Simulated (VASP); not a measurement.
Input of a VASP 6.6.1 run:

The input INCAR:

```
PREC = Accurate
ENCUT = 520
EDIFF = 1E-6
ISMEAR = -1
SIGMA = 0.05
LREAL = False
LASPH = True
NELM = 100
ALGO = Normal
ISIF = 2
LWAVE = False
LCHARG = False
GGA = PS
NBANDS = 25
```

The input KPOINTS:

```
Automatic mesh
0
Gamma
  8 8 9
```

The input POSCAR:

```
Hg
1.0
    4.4786431205      0.0000000000      0.0000000000
   -2.2393215602      3.8786187168      0.0000000000
    0.0000000000      0.0000000000      3.8176962911
Hg
3
Direct
    0.3333333333      0.6666666667      0.5000000000
    0.0000000000      0.0000000000      0.0000000000
    0.6666666667      0.3333333333      0.5000000000
```

Potentials or basis: VASP PAW PBE potentials, release 64 (Hg).

Launch:

```sh
$ cat potpaw_PBE.64/Hg/POTCAR > POTCAR
$ mpirun -np 1 vasp_std > vasp.out
```

(1) Estimate the pressure.

(2) What does it give for the band gap on the k mesh?

## Answers

(1) 12.5 GPa.

(2) zero (bands 18 and 19 overlap by 5.43 eV).

Caveat: the stress differs along the axes, from 1 to 18 GPa; the PAW data sets were made with another functional, which shifts forces and pressure a little; spin-orbit coupling is left out, which moves the levels of the heavy elements.
